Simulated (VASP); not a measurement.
Here is a VASP 6.6.1 calculation.

Contents of INCAR:

```
SYSTEM = HgTe
PREC     = Accurate       ! precision mode
ENCUT    = 520            ! plane-wave cutoff, eV
EDIFF    = 1E-7           ! SCF threshold, eV
ISMEAR   = -1             ! smearing method
SIGMA    = 0.05           ! smearing width, eV
LREAL    = .FALSE.        ! projectors in reciprocal space
LASPH    = .TRUE.         ! aspherical terms in the spheres
NELM     = 80             ! most SCF steps
ALGO     = Normal         ! electronic algorithm
ISIF     = 2              ! what is computed and relaxed
LWAVE    = .FALSE.        ! write WAVECAR
LCHARG   = .FALSE.        ! write CHGCAR
GGA      = RP             ! functional
NBANDS   = 16             ! bands
```

Contents of KPOINTS:

```
Automatic mesh
0
G
  7 7 7
  0 0 0
```

The input POSCAR:

```
HgTe
1.0
    0.0000000000      3.3792187224      3.3792187224
    3.3792187224      0.0000000000      3.3792187224
    3.3792187224      3.3792187224      0.0000000000
Hg Te
1 1
Direct
    0.0000000000      0.0000000000      0.0000000000
    0.7500000000      0.7500000000      0.7500000000
```

Potentials or basis: VASP PAW PBE potentials, release 64 (Hg, Te).

The run is started by

```console
$ cat potpaw_PBE.64/Hg/POTCAR potpaw_PBE.64/Te/POTCAR > POTCAR
$ mpirun -np 1 vasp_std > vasp.out
```

Problem. Estimate the band gap on the k mesh.

Solution. Zero (filled and empty bands touch).

Problem. Estimate the pressure.

Solution. 0.0 GPa.

Caveat: the PAW data sets were made with another functional, which shifts forces and pressure a little; spin-orbit coupling is left out, which moves the levels of the heavy elements.
